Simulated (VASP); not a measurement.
# Si20H8Br in VASP: single point with PBE

Aim: the single point of Si20H8Br with PBE.

All numbers are computed with VASP 6.6.1; they aren't measurements. Logs are shortened: lines on timing, memory, paths and dates and some standing lists are left out, and cuts for length are marked.

## 1. The cell of the first run

The cell holds a slab with vacuum, 29 atoms: a = 7.679 Å, b = 7.679 Å, c = 19.256 Å, α = 90.00°, β = 90.00°, γ = 90.00°.

## 2. Single point, PBE, collinear spin, zero start

INCAR reads:

```
SYSTEM = Si20H8Br
PREC     = Accurate       ! precision mode
ENCUT    = 400            ! plane-wave cutoff, eV
EDIFF    = 1E-6           ! SCF threshold, eV
ISMEAR   = 0              ! smearing method
SIGMA    = 0.05           ! smearing width, eV
LREAL    = .False.        ! projectors in reciprocal space
LASPH    = .True.         ! aspherical terms in the spheres
NELM     = 200            ! most SCF steps
ALGO     = Normal         ! electronic algorithm
ISIF     = 2              ! what is computed and relaxed
LWAVE    = .False.        ! write WAVECAR
LCHARG   = .False.        ! write CHGCAR
ISPIN    = 2              ! spin polarisation
MAGMOM   = 0 0 0 0 0 0 0 0 0 0 0 0 0 0 0 0 0 0 0 0 0 0 0 0 0 0 0 0 0 ! initial moments
LORBIT   = 11             ! projections on sites
GGA      = PE             ! functional
NBANDS   = 72             ! bands
GGA_COMPAT= .False.      
NELMDL   = -8
```

KPOINTS reads:

```
regular mesh
0
Gamma
  2 2 1
  0 0 0
```

POSCAR reads:

```
Si20H8Br
1.0
    7.6791800000      0.0000000000      0.0000000000
    0.0000000000      7.6791800000      0.0000000000
    0.0000000000      0.0000000000     19.2555000000
H Si Br
8 20 1
Direct
    0.4093920184      0.0000000000      0.0519332139
    0.0906079816      0.0000000000      0.0519332139
    0.9093920184      0.0000000000      0.0519332139
    0.5906079816      0.0000000000      0.0519332139
    0.4093920184      0.5000000000      0.0519332139
    0.0906079816      0.5000000000      0.0519332139
    0.9093920184      0.5000000000      0.0519332139
    0.5906079816      0.5000000000      0.0519332139
    0.2500000000      0.0000000000      0.0968814105
    0.7500000000      0.0000000000      0.0968814105
    0.2500000000      0.5000000000      0.0968814105
    0.7500000000      0.5000000000      0.0968814105
    0.2499433533      0.2509554406      0.1644636078
    0.7499044169      0.2492983626      0.1649920283
    0.2499515573      0.7507004654      0.1705210979
    0.7499934889      0.7491950964      0.1696427514
    0.0011876268      0.2451352879      0.2339761627
    0.4986404798      0.2450463461      0.2340250318
   -0.0015420917      0.7538225436      0.2433746722
    0.5014828406      0.7537983222      0.2433732180
   -0.0129684419      0.0111299644      0.3116408299
    0.5128459028      0.0110208382      0.3117236634
    0.0050445490      0.4928435067      0.3097923191
    0.4948753643      0.4928298334      0.3098089377
    0.2498825395      0.0795207301      0.3690493625
    0.7500102876      0.0715767829      0.3874818104
    0.2499442649      0.3920332640      0.3672309210
    0.7499695280      0.3600135692      0.3485144504
    0.2494353564     -0.0208023513      0.4797888915
```

Potentials or basis: VASP PAW PBE potentials, release 64 (H, Si, Br).

The run is started by

```
$ cat potpaw_PBE.64/H/POTCAR potpaw_PBE.64/Si/POTCAR potpaw_PBE.64/Br/POTCAR > POTCAR
$ mpirun -np 1 vasp_std > vasp.out
```

OUTCAR:

```text
SYSTEM = Si20H8Br
   PREC = Accurate
   ENCUT = 400
   EDIFF = 1E-6
   ISMEAR = 0
   LREAL = .False.
   LASPH = .True.
   NELM = 200
   ISIF = 2
   ISPIN = 2
   LORBIT = 11
   GGA = PE
   NELMDL = -8

 ion  position               nearest neighbor table
   1  0.409  0.000  0.052-   9 1.50
   2  0.091  0.000  0.052-   9 1.50
   3  0.909  0.000  0.052-  10 1.50
   4  0.591  0.000  0.052-  10 1.50
   5  0.409  0.500  0.052-  11 1.50
   6  0.091  0.500  0.052-  11 1.50
   7  0.909  0.500  0.052-  12 1.50
   8  0.591  0.500  0.052-  12 1.50
   9  0.250  0.000  0.097-   1 1.50   2 1.50  13 2.33  15 2.38
  10  0.750  0.000  0.097-   3 1.50   4 1.50  14 2.32  16 2.38
  11  0.250  0.500  0.097-   5 1.50   6 1.50  13 2.31  15 2.39
  12  0.750  0.500  0.097-   7 1.50   8 1.50  14 2.33  16 2.37
  13  0.250  0.251  0.164-  11 2.31   9 2.33  17 2.33  18 2.33
  14  0.750  0.249  0.165-  10 2.32  12 2.33  17 2.34  18 2.34
  15  0.250  0.751  0.171-   9 2.38  19 2.39  20 2.39  11 2.39
  16  0.750  0.749  0.170-  12 2.37  19 2.38  20 2.38  10 2.38
  17  0.001  0.245  0.234-  13 2.33  21 2.34  14 2.34  23 2.40  28 3.06
  18  0.499  0.245  0.234-  13 2.33  22 2.34  14 2.34  24 2.40  28 3.06
  19  0.998  0.754  0.243-  21 2.37  23 2.38  16 2.38  15 2.39
  20  0.501  0.754  0.243-  22 2.38  24 2.38  16 2.38  15 2.39
  21  0.987  0.011  0.312-  17 2.34  25 2.36  19 2.37  26 2.38
  22  0.513  0.011  0.312-  18 2.34  25 2.36  20 2.38  26 2.38
  23  0.005  0.493  0.310-  27 2.32  28 2.33  19 2.38  17 2.40
  24  0.495  0.493  0.310-  27 2.32  28 2.33  20 2.38  18 2.40
  25  0.250  0.080  0.369-  29 2.27  21 2.36  22 2.36  27 2.40
  26  0.750  0.072  0.387-  28 2.34  21 2.38  22 2.38
  27  0.250  0.392  0.367-  23 2.32  24 2.32  25 2.40
  28  0.750  0.360  0.349-  24 2.33  23 2.33  26 2.34  17 3.06  18 3.06
  29  0.249  0.979  0.480-  25 2.27

  LATTYP: Found a simple tetragonal cell.
 ALAT       =     7.6791800000
 C/A-ratio  =     2.5074942898

  Lattice vectors:

 A1 = (   7.6791800000,   0.0000000000,   0.0000000000)
 A2 = (   0.0000000000,   7.6791800000,   0.0000000000)
 A3 = (   0.0000000000,   0.0000000000,  19.2555000000)

Analysis of symmetry for initial positions (statically):
=====================================================================
 Subroutine PRICEL returns:
 Original cell was already a primitive cell.

 Routine SETGRP: Setting up the symmetry group for a
 simple tetragonal supercell.

 Subroutine GETGRP returns: Found  1 space group operations
 (whereof  1 operations were pure point group operations)
 out of a pool of 16 trial point group operations.

The static configuration has the point symmetry C_1 .

Analysis of symmetry for dynamics (positions and initial velocities):
=====================================================================
 Subroutine PRICEL returns:
 Original cell was already a primitive cell.

 Routine SETGRP: Setting up the symmetry group for a
 simple tetragonal supercell.

 Subroutine GETGRP returns: Found  1 space group operations
 (whereof  1 operations were pure point group operations)
 out of a pool of 16 trial point group operations.

The dynamic configuration has the point symmetry C_1 .

Analysis of structural, dynamic, and magnetic symmetry:
=====================================================================
 Subroutine PRICEL returns:
 Original cell was already a primitive cell.

 Routine SETGRP: Setting up the symmetry group for a
 simple tetragonal supercell.

 Subroutine GETGRP returns: Found  1 space group operations
 (whereof  1 operations were pure point group operations)
 out of a pool of 16 trial point group operations.

The overall configuration has the point symmetry C_1 .

 Subroutine INISYM returns: Found  1 space group operations
 (whereof  1 operations are pure point group operations),
 and found     1 'primitive' translations

----------------------------------------------------------------------------------------

                                     Primitive cell

  volume of cell :    1135.4931

  direct lattice vectors                    reciprocal lattice vectors
     7.679180000  0.000000000  0.000000000     0.130222237  0.000000000  0.000000000
     0.000000000  7.679180000  0.000000000     0.000000000  0.130222237  0.000000000
     0.000000000  0.000000000 19.255500000     0.000000000  0.000000000  0.051933214

  length of vectors
     7.679180000  7.679180000 19.255500000     0.130222237  0.130222237  0.051933214

  position of ions in fractional coordinates (direct lattice)
     0.409392018  0.000000000  0.051933214
     0.090607982  0.000000000  0.051933214
     0.909392018  0.000000000  0.051933214
     0.590607982  0.000000000  0.051933214
[... 96 lines left out ...]
   NGX,Y,Z   is equivalent  to a cutoff of  10.82, 10.82, 10.88 a.u.
   NGXF,Y,Z  is equivalent  to a cutoff of  21.65, 21.65, 21.76 a.u.
 SYSTEM =  Si20H8Br
   PREC   = accura    normal or accurate (medium, high low for compatibility)
   ISTART =      0    job   : 0-new  1-cont  2-samecut
   ICHARG =      2    charge: 1-file 2-atom 10-const
   ISPIN  =      2    spin polarized calculation?
   LNONCOLLINEAR =      F non collinear calculations
   LSORBIT =      F    spin-orbit coupling
   LASPH  =      T    aspherical Exc in radial PAW
   ENCUT  =  400.0 eV  29.40 Ry    5.42 a.u.  12.52 12.52 31.40*2*pi/ulx,y,z
   NELM   =    200;   NELMIN=  2; NELMDL= -8     # of ELM steps
   EDIFF  = 0.1E-05   stopping-criterion for ELM
   LREAL  =      F    real-space projection
   EDIFFG = 0.1E-04   stopping-criterion for IOM
   NSW    =      0    number of steps for IOM
   IBRION =     -1    ionic relax: 0-MD 1-quasi-New 2-CG
   NFREE  =      0    steps in history (QN), initial steepest desc. (CG)
   ISIF   =      2    stress and relaxation
   ISYM   =      2    0-nonsym 1-usesym 2-fastsym
   POTIM  = 0.5000    time-step for ionic-motion
   TEBEG  =    0.0;   TEEND  =   0.0 temperature during run
   PSTRESS=    0.0 pullay stress
   NELECT =      95.0000    total number of electrons
   NUPDOWN=      -1.0000    fix difference up-down
   EMIN   =  10.00;   EMAX   =-10.00  energy-range for DOS
   EFERMI =   0.00;   METHOD = LEGACY
   ISMEAR =     0;   SIGMA  =   0.05  broadening in eV -4-tet -1-fermi 0-gaus
   EFERMI_NEDOS =   21; number of points for ismear=-14 and -15
   IALGO  =     38    algorithm
   IMIX   =      4    mixing-type and parameters
     AMIX     =   0.40;   BMIX     =  1.00
     AMIX_MAG =   1.60;   BMIX_MAG =  1.00
  volume/ion in A,a.u.               =      39.15       264.23
  Fermi-wavevector in a.u.,A,eV,Ry     =   0.716013  1.353069  6.975371  0.512675
  Thomas-Fermi vector in A             =   1.804324
   LORBIT       =     11    0 simple, 1 ext, 2 COOP (PROOUT), +10 PAW based schemes
   GGA     = PE    functional components
   LHFCALC =     F    Hartree Fock is set to
   AEXX    =    0.0000 exact exchange contribution
   IVDW    =     0    specifies the selected vdW correction
   LEPSILON=     F    determine dielectric tensor
   LRPA    =     F    only Hartree local field effects (RPA)
 spin polarized calculation
 Gauss-broadening in eV      SIGMA  =   0.05
  energy-cutoff  :      400.00
  volume of cell :     1135.49
 maximum number of plane-waves:     20660
   NGX = 25   NGY = 25   NGZ = 63

 number of electron      94.9999974 magnetization       0.0000003

 number of electron      94.9999974 magnetization      -0.0000000

 Free energy of the ion-electron system (eV)
  ---------------------------------------------------
  ext. energy  EPLUGINS =         0.00000000
  ---------------------------------------------------
  free energy    TOTEN  =      -131.60464315 eV

  energy without entropy =     -131.60396833  energy(sigma->0) =     -131.60430574

 E-fermi :  -0.6454     XC(G=0):  -4.5396

 val. band max:       -0.7326198594   @ k =   0.0000   0.5000   0.0000
 cond. band min:      -0.5582691274   @ k =   0.5000   0.0000   0.0000
 fundamental gap:      0.1743507320
 Fermi energy:        -0.6454444915

 spin component 1

 k-point     1 :       0.0000    0.0000    0.0000
  band No.  band energies     occupation
      1     -15.9005      1.00000
      2     -12.4358      1.00000
      3     -11.2929      1.00000
      4     -10.6132      1.00000
      5     -10.4798      1.00000
      6     -10.4640      1.00000
[... 237 lines left out ...]
     58       2.5480      0.00000
     59       2.6189      0.00000
 Fermi energy:        -0.6454444915

 spin component 2

 k-point     1 :       0.0000    0.0000    0.0000
  band No.  band energies     occupation
      1     -15.9005      1.00000
      2     -12.4358      1.00000
      3     -11.2929      1.00000
      4     -10.6132      1.00000
      5     -10.4798      1.00000
      6     -10.4640      1.00000
[... 237 lines left out ...]
     58       2.5480      0.00000
     59       2.6189      0.00000
 [bands above 59 left out]

------------------------ aborting loop because EDIFF is reached ----------------------------------------

  FORCE on cell =-STRESS in cart. coord.  units (eV):
  Direction    XX          YY          ZZ          XY          YZ          ZX
  --------------------------------------------------------------------------------------
  -------------------------------------------------------------------------------------
  Total       16.7391283      1.0658729     -0.5715992     -0.0024647      0.0363024      0.0145872
  in kB       23.6188596      1.5039435     -0.8065248     -0.0034777      0.0512226      0.0205824
  external PRESSURE =       8.1054261 kB  Pullay stress =       0.0000000 kB

 VOLUME and BASIS-vectors are now :
 -----------------------------------------------------------------------------
  energy-cutoff  :      400.00
  volume of cell :     1135.49
      direct lattice vectors                 reciprocal lattice vectors
     7.679180000  0.000000000  0.000000000     0.130222237  0.000000000  0.000000000
     0.000000000  7.679180000  0.000000000     0.000000000  0.130222237  0.000000000
     0.000000000  0.000000000 19.255500000     0.000000000  0.000000000  0.051933214

 POSITION                                       TOTAL-FORCE (eV/Angst)
 -----------------------------------------------------------------------------------
      3.14379      0.00000      1.00000        -0.614872     -0.083201     -0.004790
      0.69580      0.00000      1.00000         0.615130     -0.083322     -0.005423
      6.98338      0.00000      1.00000        -0.615120     -0.097616     -0.019796
      4.53539      0.00000      1.00000         0.615415     -0.098279     -0.020329
      3.14379      3.83959      1.00000        -0.627275      0.101837      0.000315
      0.69580      3.83959      1.00000         0.627457      0.101697     -0.000175
[... 21 lines left out ...]
      5.75915      2.76461      6.71082        -0.000696      0.004082     -0.004231
      1.91546      7.51943      9.23858         0.001715      0.006310     -0.011101
 -----------------------------------------------------------------------------------
    total drift:                                0.000052     -0.000480      0.000973

  FREE ENERGIE OF THE ION-ELECTRON SYSTEM (eV)
  ---------------------------------------------------
  free  energy   TOTEN  =      -131.6046431477 eV

  energy  without entropy=     -131.6039683272  energy(sigma->0) =     -131.60430574

 total charge

# of ion       s       p       d       tot
------------------------------------------
    1        0.569   0.018   0.000   0.587
    2        0.569   0.018   0.000   0.587
    3        0.569   0.018   0.000   0.587
    4        0.569   0.018   0.000   0.587
    5        0.569   0.018   0.000   0.587
    6        0.569   0.018   0.000   0.587
[... 21 lines left out ...]
   28        0.809   0.827   0.000   1.635
   29        1.615   3.235   0.022   4.871
--------------------------------------------------
tot         21.322  21.957   0.022  43.301

 magnetization (x)

# of ion       s       p       d       tot
------------------------------------------
    1        0.000  -0.000   0.000   0.000
    2       -0.000   0.000   0.000   0.000
    3        0.000  -0.000   0.000   0.000
    4        0.000   0.000   0.000   0.000
    5       -0.000   0.000   0.000  -0.000
    6        0.000   0.000   0.000   0.000
[... 21 lines left out ...]
   28       -0.000  -0.000   0.000  -0.000
   29        0.000  -0.000  -0.000  -0.000
--------------------------------------------------
tot          0.000  -0.000  -0.000   0.000
```

Wall time 11 min (1 thread of Intel Xeon 6975P-C (Granite Rapids), shared host); peak memory 1.1 GiB.

What came out:

```yaml
Free_energy: -131.6046 eV
Largest_force: 0.636 eV/Å
Net_moment: 0.00 μB per cell
Valence_electrons_inside_the_program's_atomic_spheres: H 0.59; Si 1.74, 1.75, 1.73, 1.72, 1.67, 1.68, 1.66, 1.69, 1.62, 1.64, 1.65 (each value once); Br 4.87
```

Forces in eV/Å, atoms in the order of the input:
```
H   -0.615 -0.083 -0.005
H    0.615 -0.083 -0.005
H   -0.615 -0.098 -0.020
H    0.615 -0.098 -0.020
H   -0.627  0.102  0.000
H    0.627  0.102  0.000
H   -0.631  0.063 -0.002
H    0.632  0.064 -0.003
Si  -0.001 -0.177  0.044
Si  -0.001 -0.191 -0.037
Si   0.000  0.281  0.032
Si  -0.002  0.118  0.031
Si   0.001  0.002 -0.001
Si  -0.001  0.003  0.003
Si   0.002  0.001 -0.003
Si  -0.001 -0.001  0.002
Si  -0.002 -0.002 -0.001
Si   0.003 -0.003 -0.001
Si   0.004  0.002  0.000
Si  -0.005  0.002  0.002
Si   0.000  0.004 -0.003
Si   0.000  0.006 -0.008
Si  -0.005 -0.005  0.000
Si   0.005 -0.005 -0.001
Si   0.001 -0.013  0.010
Si   0.000 -0.003 -0.001
Si   0.001  0.004  0.001
Si  -0.001  0.004 -0.004
Br   0.002  0.006 -0.011
```

Caveat: the k points lie up to 0.41 Å⁻¹ apart.
